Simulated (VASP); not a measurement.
Here is a VASP 6.6.1 calculation.

The input INCAR:

```
SYSTEM = PtSe2
PREC     = Accurate       ! precision mode
ENCUT    = 520            ! plane-wave cutoff, eV
EDIFF    = 1E-6           ! SCF threshold, eV
ISMEAR   = 0              ! smearing method
SIGMA    = 0.05           ! smearing width, eV
LREAL    = .FALSE.        ! projectors in reciprocal space
LASPH    = .TRUE.         ! aspherical terms in the spheres
NELM     = 150            ! most SCF steps
ALGO     = Normal         ! electronic algorithm
ISIF     = 2              ! what is computed and relaxed
LWAVE    = .FALSE.        ! write WAVECAR
LCHARG   = .TRUE.         ! write CHGCAR
ISPIN    = 2              ! spin polarisation
MAGMOM   = 1 -1 0 0 0 0   ! initial moments
LORBIT   = 11             ! projections on sites
LMAXMIX  = 4              ! l up to which the mixer works
LELF     = .TRUE.         ! ELF
LVHAR    = .TRUE.       
NBANDS   = 35             ! bands
```

KPOINTS

```
Automatic mesh
0
G
  8 8 4
  0 0 0
```

POSCAR

```
PtSe2
1.0
    3.7426818375      0.0000000000      0.0000000000
   -1.8713409187      3.2412575495      0.0000000000
    0.0000000000      0.0000000000      9.5170847517
Pt Se
2 4
Direct
    0.0000000000      0.0000000000      0.0000000000
    0.0000000000      0.0000000000      0.5000000000
    0.3333333333      0.6666666667      0.1322537990
    0.6666666667      0.3333333333      0.3677462010
    0.3333333333      0.6666666667      0.6322537990
    0.6666666667      0.3333333333      0.8677462010
```

Potentials or basis: VASP PAW LDA potentials, release 64 (Pt, Se).

The run is started by

```sh
$ cat potpaw_LDA.64/Pt/POTCAR potpaw_LDA.64/Se/POTCAR > POTCAR
$ mpirun -np 1 vasp_std > vasp.out
```

(1) Estimate the pressure.

(2) What does it give for the band gap on the k mesh?

(3) Predict the largest force.

(4) What does it give for the net moment?

Results:

(1) 0.4 GPa.

(2) zero (filled and empty bands overlap).

(3) 0.062 eV/Å.

(4) 0.00 μB per cell.

Caveat: spin-orbit coupling is left out, which moves the levels of the heavy elements.
